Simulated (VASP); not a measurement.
Set up this calculation in VASP 6.6.1, as the native input.

- Task: single point
- Functional: PBEsol
- Potentials or basis: VASP PAW PBE potentials, release 64 (Cs_sv, Pb_d, Br)
- Cutoff: 500 eV
- k mesh: 2 × 2 × 2, shifted
- Occupations: gaussian, width 0.02 eV
- Spin: no spin polarisation
- Dipole correction: no
- Further INCAR settings: ALGO = Normal; EDIFF = 1e-06; NBANDS = 104

The structure of CsPbBr3 lies in POSCAR:

```
CsPbBr3
1.0
   -5.8796645524      5.8796645524      5.8796645524
    5.8796645524     -5.8796645524      5.8796645524
    5.8796645524      5.8796645524     -5.8796645524
Cs Pb Br
4 4 12
Direct
   -0.0270173340     -0.0423417450     -0.0123338934
    0.5018884232      0.5817692681      0.0844579022
    0.4993340297      0.0119116963      0.4997411299
    0.0512613620      0.4892293911      0.5375807681
    0.5016640149      0.4984006461      0.4990802921
    0.0050885203     -0.0002704815      0.5028909302
   -0.0044941822      0.4955010112     -0.0012920763
    0.5017919249      0.0056150676     -0.0034081364
    0.2336032237      0.2065360256      0.4390881626
    0.7423167404      0.7975394264      0.5381830989
    0.7585133269      0.1892370507     -0.0541071906
    0.2522634023      0.7840815312      0.0343828918
    0.2580117346      0.5570083942      0.2990238107
    0.7490178185      0.0402470813      0.2911829635
    0.7686426389      0.4672896027      0.6991788705
    0.2414766933     -0.0708163025      0.6883145055
    0.4816220440      0.2797945686      0.2015179904
   -0.0791932953      0.7217333997      0.1984000148
    0.0825965611      0.2941342975      0.7876289361
    0.5055382188      0.7107136493      0.7936369041
```

These files were run (other wordings do the same):

INCAR

```
SYSTEM = CsPbBr3
PREC = Accurate
ENCUT = 500
EDIFF = 1E-6
ISMEAR = 0
SIGMA = 0.02
LREAL = .False.
LASPH = .True.
NELM = 120
ALGO = Normal
ISIF = 2
LWAVE = .False.
LCHARG = .False.
GGA = PS
NBANDS = 104
GGA_COMPAT = .False.
```

KPOINTS

```
Automatic mesh
0
Gamma
  2 2 2
  0.5 0.5 0.5
```

Potentials or basis: VASP PAW PBE potentials, release 64 (Cs_sv, Pb_d, Br).

Run with:

```bash
$ cat potpaw_PBE.64/Cs_sv/POTCAR potpaw_PBE.64/Pb_d/POTCAR potpaw_PBE.64/Br/POTCAR > POTCAR
$ mpirun -np 1 vasp_std > vasp.out
```

Results of the run:

```yaml
Pressure: -0.6 GPa
Largest_force: 0.010 eV/Å
Band_gap_on_the_k_mesh: 2.57 eV
```

Caveat: the PAW data sets were made with another functional, which shifts forces and pressure a little; spin-orbit coupling is left out, which moves the levels of the heavy elements; a shifted mesh leaves out Γ, where band edges can lie.

Wall time 24 min on 1 thread of Intel Xeon 8259CL (shared host), peak memory 1.1 GiB.
